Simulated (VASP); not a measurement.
# Zn (P-1) in VASP: further runs

The runs below take Zn through single point, relaxation of cell and atoms, with PBE+D3(BJ), PBE.

All numbers are computed with VASP 6.6.1; they aren't measurements. Logs are shortened: lines on timing, memory, paths and dates and some standing lists are left out, and cuts for length are marked.

## Step 1: The cell of the first run

The typed cell holds 1 atom: a = 2.957 Å, b = 2.540 Å, c = 2.586 Å, α = 106.99°, β = 108.68°, γ = 110.68°.

## Step 2: Single point, PBE+D3(BJ)

Input file INCAR:

```
SYSTEM = Zn
PREC = Accurate
ENCUT = 520
EDIFF = 1E-6
ISMEAR = -1
SIGMA = 0.05
LREAL = .False.
LASPH = .True.
NELM = 100
ALGO = Fast
ISIF = 2
LWAVE = .False.
LCHARG = .False.
GGA = PE
IVDW = 12
NBANDS = 12
```

Input file KPOINTS:

```
Automatic mesh
0
Gamma
  11 12 12
  0 0 0
```

Input file POSCAR:

```
Zn
1.0
   -1.5935815700      1.7766151400      1.7460215800
    1.5039206500     -1.5066388000      1.3863843100
    1.5441115400      1.4571687700     -1.4760452300
Zn
1
Direct
    0.0000000000      0.0000000000      0.0000000000
```

Potentials or basis: VASP PAW PBE potentials, release 64 (Zn).

The run is started by

```bash
$ cat potpaw_PBE.64/Zn/POTCAR > POTCAR
$ mpirun -np 1 vasp_std > vasp.out
```

OUTCAR:

```text
SYSTEM = Zn
   PREC = Accurate
   ENCUT = 520
   EDIFF = 1E-6
   ISMEAR = -1
   LREAL = .False.
   LASPH = .True.
   NELM = 100
   ISIF = 2
   GGA = PE
   IVDW = 12
 IVDW          = 12

 ion  position               nearest neighbor table
   1  0.000  0.000  0.000-

  LATTYP: Found a triclinic cell.
 ALAT       =     2.5857940353
 B/A-ratio  =     1.5935497353
 C/A-ratio  =     2.0554494821
 COS(alpha) =     0.0013194646
 COS(beta)  =     0.5250372924
 COS(gamma) =     0.8076867179

  Lattice vectors:

 A1 = (  -1.5441115400,  -1.4571687700,   1.4760452300)
 A2 = (  -0.0401908900,  -2.9638075700,   2.8624295400)
 A3 = (  -4.6416137600,   1.8260851700,   1.8356825000)

Analysis of symmetry for initial positions (statically):
=====================================================================
 Subroutine PRICEL returns:
 Original cell was already a primitive cell.

 Routine SETGRP: Setting up the symmetry group for a
 triclinic supercell.

 Subroutine GETGRP returns: Found  2 space group operations
 (whereof  2 operations were pure point group operations)
 out of a pool of  2 trial point group operations.

The static configuration has the point symmetry S_2 .

Analysis of symmetry for dynamics (positions and initial velocities):
=====================================================================
 Subroutine PRICEL returns:
 Original cell was already a primitive cell.

 Routine SETGRP: Setting up the symmetry group for a
 triclinic supercell.

 Subroutine GETGRP returns: Found  2 space group operations
 (whereof  2 operations were pure point group operations)
 out of a pool of  2 trial point group operations.

The dynamic configuration has the point symmetry S_2 .

 Subroutine INISYM returns: Found  2 space group operations
 (whereof  2 operations are pure point group operations),
 and found     1 'primitive' translations

----------------------------------------------------------------------------------------

                                     Primitive cell

  volume of cell :      15.3108

  direct lattice vectors                    reciprocal lattice vectors
    -1.593581570  1.776615140  1.746021580     0.013302410  0.284803858  0.295077469
     1.503920650 -1.506638800  1.386384310     0.337447958 -0.022458176  0.330838055
     1.544111540  1.457168770 -1.476045230     0.332685502  0.315801988 -0.017695720

  length of vectors
     2.957102456  2.540432886  2.585794035     0.410318053  0.473106026  0.459046487

[... 85 lines left out ...]
   ISYM   =      2    0-nonsym 1-usesym 2-fastsym
   POTIM  = 0.5000    time-step for ionic-motion
   TEBEG  =    0.0;   TEEND  =   0.0 temperature during run
   PSTRESS=    0.0 pullay stress
   NELECT =      12.0000    total number of electrons
   NUPDOWN=      -1.0000    fix difference up-down
   EMIN   =  10.00;   EMAX   =-10.00  energy-range for DOS
   EFERMI =   0.00;   METHOD = LEGACY
   ISMEAR =    -1;   SIGMA  =   0.05  broadening in eV -4-tet -1-fermi 0-gaus
   EFERMI_NEDOS =   21; number of points for ismear=-14 and -15
   IALGO  =     68    algorithm
   IMIX   =      4    mixing-type and parameters
     AMIX     =   0.40;   BMIX     =  1.00
     AMIX_MAG =   1.60;   BMIX_MAG =  1.00
  volume/ion in A,a.u.               =      15.31       103.32
  Fermi-wavevector in a.u.,A,eV,Ry     =   1.509393  2.852338 30.997692  2.278266
  Thomas-Fermi vector in A             =   2.619721
   LORBIT       =      0    0 simple, 1 ext, 2 COOP (PROOUT), +10 PAW based schemes
   GGA     = PE    functional components
   LHFCALC =     F    Hartree Fock is set to
   AEXX    =    0.0000 exact exchange contribution
   IVDW    =    12    specifies the selected vdW correction
   LEPSILON=     F    determine dielectric tensor
   LRPA    =     F    only Hartree local field effects (RPA)
 non-spin polarized calculation
 RMM-DIIS sequential band-by-band and
  energy-cutoff  :      520.00
  volume of cell :       15.31
 maximum number of plane-waves:       424
 NGX is ok and might be reduce to    24
   NGX = 11   NGY =  9   NGZ =  9

 number of electron      11.9999996 magnetization

 Free energy of the ion-electron system (eV)
  ---------------------------------------------------
  ext. energy  EPLUGINS =         0.00000000
  ---------------------------------------------------
  free energy    TOTEN  =        -1.01271796 eV

  energy without entropy =       -1.01036060  energy(sigma->0) =       -1.01153928

 E-fermi :   3.1239     XC(G=0): -11.5123

 val. band max:        3.1157127160   @ k =  -0.4545  -0.0833   0.1667
 cond. band min:       3.1367111570   @ k =   0.1818   0.3333   0.1667
 fundamental gap:      0.0209984410
 Fermi energy:         3.1239015958

 k-point     1 :       0.0000    0.0000    0.0000
  band No.  band energies     occupation
      1      -7.2766      2.00000
      2      -4.9629      2.00000
      3      -4.8098      2.00000
      4      -4.3840      2.00000
      5      -4.1274      2.00000
      6      -4.0916      2.00000
      7      17.3980      0.00000
      8      21.0981      0.00000
      9      22.1262      0.00000
     10      22.4819      0.00000
     11      24.5283      0.00000
     12      25.0589      0.00000
[... 331 lines left out ...]
 k-point    24 :      -0.4545    0.1667    0.0000
  band No.  band energies     occupation
      1      -5.2590      2.00000
      2      -4.9635      2.00000
      3      -4.4428      2.00000
      4      -4.1525      2.00000
      5      -4.0601      2.00000
      6      -2.3890      2.00000
      7       4.9011      0.00000
      8      11.7528      0.00000
      9      16.7478      0.00000
     10      23.0062      0.00000
     11      28.1559      0.00000
     12      29.9652      0.00000

 [... further k-points ...]

------------------------ aborting loop because EDIFF is reached ----------------------------------------

 Edisp (eV)   -0.39904

 E8    (eV) :    -0.1676

  FORCE on cell =-STRESS in cart. coord.  units (eV):
  Direction    XX          YY          ZZ          XY          YZ          ZX
  --------------------------------------------------------------------------------------
  -------------------------------------------------------------------------------------
  Total      -0.42686    -0.01875    -0.08989    -0.07721    -0.33123     0.06851
  in kB     -44.66845    -1.96177    -9.40684    -8.07946   -34.66137     7.16877
  external pressure =      -18.68 kB  Pullay stress =        0.00 kB

 VOLUME and BASIS-vectors are now :
 -----------------------------------------------------------------------------
  energy-cutoff  :      520.00
  volume of cell :       15.31
      direct lattice vectors                 reciprocal lattice vectors
    -1.593581570  1.776615140  1.746021580     0.013302410  0.284803858  0.295077469
     1.503920650 -1.506638800  1.386384310     0.337447958 -0.022458176  0.330838055
     1.544111540  1.457168770 -1.476045230     0.332685502  0.315801988 -0.017695720

 POSITION                                       TOTAL-FORCE (eV/Angst)
 -----------------------------------------------------------------------------------
      0.00000      0.00000      0.00000        -0.000000      0.000000      0.000000
 -----------------------------------------------------------------------------------
    total drift:                                0.000000      0.000000      0.000000

  FREE ENERGIE OF THE ION-ELECTRON SYSTEM (eV)
  ---------------------------------------------------
  free  energy   TOTEN  =        -1.4117590329 eV

  energy  without entropy=       -1.4094016706  energy(sigma->0) =       -1.41058035
```

Wall time 75 s (1 thread of Intel Xeon 6975P-C (Granite Rapids), shared host); peak memory 0.25 GiB.

What came out:

* Free energy: -1.4118 eV
* Pressure: -1.9 GPa
* Band gap on the k mesh: zero (bands 6 and 7 overlap by 5.71 eV)
* Dispersion energy per atom: -0.399 eV

Caveat: three body term missing.

## Step 3: Relaxation of cell and atoms, PBE

Input file INCAR:

```
PREC     = Accurate       # precision mode
ENCUT    = 600            # plane-wave cutoff, eV
EDIFF    = 1E-6           # SCF threshold, eV
ISMEAR   = -1             # smearing method
SIGMA    = 0.05           # smearing width, eV
LREAL    = F              # projectors in reciprocal space
LASPH    = T              # aspherical terms in the spheres
NELM     = 60             # most SCF steps
ALGO     = Fast           # electronic algorithm
ISIF     = 3              # what is computed and relaxed
LWAVE    = F              # write WAVECAR
LCHARG   = F              # write CHGCAR
GGA      = PE             # functional
IBRION   = 2              # ionic algorithm
NSW      = 60             # ionic steps
EDIFFG   = -0.01          # ionic threshold
```

Input file KPOINTS:

```
regular mesh
0
Gamma
  11 12 12
```

POSCAR is that of step 2.

Potentials or basis: VASP PAW PBE potentials, release 64 (Zn).

The run is started by

```bash
$ cat potpaw_PBE.64/Zn/POTCAR > POTCAR
$ mpirun -np 1 vasp_std > vasp.out
```

OUTCAR:

```text
PREC = Accurate
   ENCUT = 600
   EDIFF = 1E-6
   ISMEAR = -1
   LREAL = F
   LASPH = T
   NELM = 60
   ISIF = 3
   GGA = PE
   IBRION = 2
   NSW = 60
   EDIFFG = -0.01

 ion  position               nearest neighbor table
   1  0.000  0.000  0.000-

  LATTYP: Found a triclinic cell.
 ALAT       =     2.5857940353
 B/A-ratio  =     1.5935497353
 C/A-ratio  =     2.0554494821
 COS(alpha) =     0.0013194646
 COS(beta)  =     0.5250372924
 COS(gamma) =     0.8076867179

  Lattice vectors:

 A1 = (  -1.5441115400,  -1.4571687700,   1.4760452300)
 A2 = (  -0.0401908900,  -2.9638075700,   2.8624295400)
 A3 = (  -4.6416137600,   1.8260851700,   1.8356825000)

Analysis of symmetry for initial positions (statically):
=====================================================================
 Subroutine PRICEL returns:
 Original cell was already a primitive cell.

 Routine SETGRP: Setting up the symmetry group for a
 triclinic supercell.

 Subroutine GETGRP returns: Found  2 space group operations
 (whereof  2 operations were pure point group operations)
 out of a pool of  2 trial point group operations.

The static configuration has the point symmetry S_2 .

Analysis of symmetry for dynamics (positions and initial velocities):
[... 334 lines left out ...]

 number of electron      12.0000001 magnetization

 Free energy of the ion-electron system (eV)
  ---------------------------------------------------
  ext. energy  EPLUGINS =         0.00000000
  ---------------------------------------------------
  free energy    TOTEN  =        -1.09086532 eV

  energy without entropy =       -1.08893033  energy(sigma->0) =       -1.08989782

 E-fermi :   2.8738     XC(G=0): -11.4426

 val. band max:        2.8530677572   @ k =  -0.4545   0.4167   0.2500
 cond. band min:       2.8956440578   @ k =  -0.4545   0.0833   0.0000
 fundamental gap:      0.0425763007
 Fermi energy:         2.8738027878

 k-point     1 :       0.0000    0.0000    0.0000
  band No.  band energies     occupation
      1      -7.2724      2.00000
      2      -4.9742      2.00000
      3      -4.7419      2.00000
      4      -4.4701      2.00000
      5      -4.3639      2.00000
      6      -4.1643      2.00000
      7      17.5165      0.00000
      8      17.8255      0.00000
      9      20.5197      0.00000
     10      22.1500      0.00000
[... 287 lines left out ...]
 k-point    24 :      -0.4545    0.1667    0.0000
  band No.  band energies     occupation
      1      -5.1575      2.00000
      2      -4.7236      2.00000
      3      -4.5491      2.00000
      4      -4.4694      2.00000
      5      -4.3000      2.00000
      6      -2.3400      2.00000
      7       5.0424      0.00000
      8      13.7442      0.00000
      9      18.3907      0.00000
     10      21.7221      0.00000

 [... further k-points ...]

------------------------ aborting loop because EDIFF is reached ----------------------------------------

  FORCE on cell =-STRESS in cart. coord.  units (eV):
  Direction    XX          YY          ZZ          XY          YZ          ZX
  --------------------------------------------------------------------------------------
  -------------------------------------------------------------------------------------
  Total       -0.0034000     -0.0024042     -0.0079822     -0.0064558      0.0052148      0.0061684
  in kB       -0.3512521     -0.2483740     -0.8246270     -0.6669341      0.5387284      0.6372446
  external PRESSURE =      -0.4747510 kB  Pullay stress =       0.0000000 kB
[... 16 lines left out ...]
  FREE ENERGIE OF THE ION-ELECTRON SYSTEM (eV)
  ---------------------------------------------------
  free  energy   TOTEN  =        -1.0908653219 eV

  energy  without entropy=       -1.0889303274  energy(sigma->0) =       -1.08989782

 reached required accuracy - stopping structural energy minimisation
```

CONTCAR:

```text
Zn
   1.00000000000000
    -1.3048454403497720    1.8654325398847198    1.6250098765006473
     1.2984775147777470   -1.8455212108725072    1.6109851752407280
     1.3060331339686757    1.8147706338093397   -1.6319981044196910
  Zn
     1
Direct
     0.0000000000000000    0.0000000000000000    0.0000000000000000

  0.00000000E+00  0.00000000E+00  0.00000000E+00
```

Run time: 21 min. Hardware: 1 thread of Intel Xeon 6975P-C (Granite Rapids), shared host; peak memory 0.35 GiB.

Results:

| Property | Result |
| --- | --- |
| Free energy | -1.0909 eV |
| Relaxed volume | 15.51 Å³/atom |
| Relaxed cell | a = 2.797 Å, b = 2.773 Å, c = 2.768 Å, α = 123.92°, β = 97.20°, γ = 108.96° |
| Space group after relaxing (to 0.1 Å) | Immm (No. 71) |
| Energy gained by relaxing | 78.4 meV/atom |
| Ionic steps | 33 |
| Pressure after relaxing | 0.0 GPa |
| Band gap on the k mesh | zero (bands 6 and 7 overlap by 4.66 eV) |

The path:
| step | energy change (eV) | largest force (eV/Å) | pressure (GPa) | volume (Å³) |
| --- | --- | --- | --- | --- |
| 1 | 0.0000 | 0.0000 | 2.28 | 15.31 |
| 2 | -0.0149 | 0.0000 | 0.08 | 15.79 |
| 3 | -0.0165 | 0.0000 | -1.50 | 16.06 |
| 4 | -0.0257 | 0.0000 | -1.38 | 15.83 |
| 5 | -0.0382 | 0.0000 | 0.76 | 15.36 |
| 6 | -0.0428 | 0.0000 | 6.29 | 14.34 |
| 7 | -0.0456 | 0.0000 | 4.08 | 14.74 |
| 8 | -0.0481 | 0.0000 | 3.34 | 14.73 |
| 9 | -0.0561 | 0.0000 | 3.89 | 14.70 |
| 10 | -0.0584 | 0.0000 | 5.12 | 14.61 |
| 11 | -0.0613 | 0.0000 | 4.92 | 14.66 |
| 12 | -0.0669 | 0.0000 | 3.89 | 14.83 |
| 13 | -0.0764 | 0.0000 | 0.81 | 15.34 |
| 14 | -0.0774 | 0.0000 | 0.40 | 15.52 |
| 15 | -0.0772 | 0.0000 | -0.42 | 15.73 |
| 16 | -0.0775 | 0.0000 | -0.51 | 15.65 |
| 17 | -0.0775 | 0.0000 | -0.20 | 15.58 |
| 18 | -0.0775 | 0.0000 | -0.14 | 15.57 |
| 19 | -0.0777 | 0.0000 | -0.41 | 15.56 |
| 20 | -0.0781 | 0.0000 | 0.06 | 15.53 |
| 21 | -0.0779 | 0.0000 | 0.17 | 15.46 |
| 22 | -0.0782 | 0.0000 | 0.14 | 15.50 |
| 23 | -0.0783 | 0.0000 | 0.50 | 15.52 |
| 24 | -0.0783 | 0.0000 | -0.16 | 15.57 |
| 25 | -0.0783 | 0.0000 | -0.42 | 15.56 |
| 26 | -0.0783 | 0.0000 | -0.68 | 15.54 |
| 27 | -0.0783 | 0.0000 | -0.35 | 15.53 |
| 28 | -0.0783 | 0.0000 | -0.23 | 15.53 |
| 29 | -0.0784 | 0.0000 | -0.53 | 15.51 |
| 30 | -0.0783 | 0.0000 | 0.12 | 15.48 |
| 31 | -0.0784 | 0.0000 | 0.64 | 15.50 |
| 32 | -0.0784 | 0.0000 | 0.39 | 15.51 |
| 33 | -0.0784 | 0.0000 | -0.05 | 15.51 |

Final structure:
```yaml
crystal:
  lattice:
    - [-1.30485, 1.86543, 1.62501]
    - [1.29848, -1.84552, 1.61099]
    - [1.30603, 1.81477, -1.63200]
  atoms:
    - { symbol: Zn, position: [0.00000, 0.00000, 0.00000] }
```
